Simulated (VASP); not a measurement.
## TiTe2: single point with PBE+D3(BJ)

TiTe2:

```xyz
3
Lattice="1.8378 1.0610 6.6863 -1.8378 1.0610 6.6863 0.0000 -2.1221 6.6863" Properties=species:S:1:pos:R:3 pbc="T T T"
Ti    0.0000    0.0000    0.0000
Te    0.0000    0.0000    4.9317
Te    0.0000    0.0000   15.1272
```

```yaml
Program: VASP 6.6.1
Task: single point
Functional: PBE
Dispersion: D3(BJ)
Potentials_or_basis: VASP PAW PBE potentials, release 64 (Ti_sv, Te)
Cutoff: 520 eV
k_mesh: 6 × 6 × 6
Occupations: fermi-dirac, width 0.02 eV
Spin: no spin polarisation
```

```yaml
Pressure: 0.0 GPa
Largest_force: 0.006 eV/Å
Band_gap_on_the_k_mesh: zero (bands 12 and 13 overlap by 0.90 eV)
Dispersion_energy_per_atom: -0.504 eV
```

Forces on the atoms (eV/Å):
```
Ti   0.000  0.000  0.000
Te   0.000  0.000 -0.006
Te   0.000  0.000  0.006
```

Levels at points of the mesh, in eV from the Fermi level:
| k point | band 9 | band 10 | band 11 | band 12 | band 13 | band 14 | band 15 | band 16 |
| --- | --- | --- | --- | --- | --- | --- | --- | --- |
| (0.00, 0.00, 0.00) | -1.33 | 0.32 | 0.34 | 0.59 | 0.59 | 1.54 | 1.54 | 3.45 |
| (0.50, 0.00, 0.00) | -2.93 | -1.87 | -1.78 | -0.29 | 0.02 | 1.44 | 1.84 | 2.88 |
| (0.50, 0.50, 0.00) | -1.83 | -1.66 | -1.56 | -0.75 | -0.30 | 1.44 | 1.72 | 3.47 |
| (0.50, 0.50, 0.50) | -1.27 | -1.27 | 0.59 | 0.59 | 1.01 | 1.24 | 1.24 | 3.73 |

Wall time 86 s on 1 thread of Intel(R) Xeon(R) 6975P-C (Granite Rapids), on a shared host, peak memory 0.4 GiB.

Caveat: spin-orbit coupling is left out, which moves the levels of the heavy elements.
